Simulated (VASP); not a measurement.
A run of VASP 6.6.1 is set up as follows.

Contents of INCAR:

```
ALGO = Normal ; EDIFF = 1E-6
ENCUT = 520 ; GGA = CA
ISIF = 2 ; ISMEAR = -1
LASPH = T ; LCHARG = T
LELF = T ; LREAL = F
LVHAR = T ; LWAVE = F
NBANDS = 11 ; NELM = 80
PREC = Accurate ; SIGMA = 0.01
```

File KPOINTS:

```
k-points
0
Gamma
  12 12 12
```

POSCAR

```
AlN
1.0
    0.0000000000      2.0175600000      1.9780000000
    2.0175600000      0.0000000000      1.9780000000
    2.0175600000      2.0175600000      0.0000000000
Al N
1 1
Direct
    0.0000000000      0.0000000000      0.0000000000
    0.5000000000      0.5000000000      0.5000000000
```

Potentials or basis: VASP PAW LDA potentials, release 64 (Al, N).

Command:

```bash
$ cat potpaw_LDA.64/Al/POTCAR potpaw_LDA.64/N/POTCAR > POTCAR
$ mpirun -np 1 vasp_std > vasp.out
```

**Question.** Estimate the band gap on the k mesh.

**Answer.** 4.54 eV, indirect (least direct gap 6.09 eV).

**Question.** Predict the pressure.

**Answer.** 1.4 GPa.

Stress tensor (GPa, compression positive):
```
-0.83  0.00  0.00
 0.00 -0.83  0.00
 0.00  0.00  5.72
```

Caveat: the cell differs from its parent crystal (equal xx and yy strain of +2 %). A k mesh can miss the band edges.
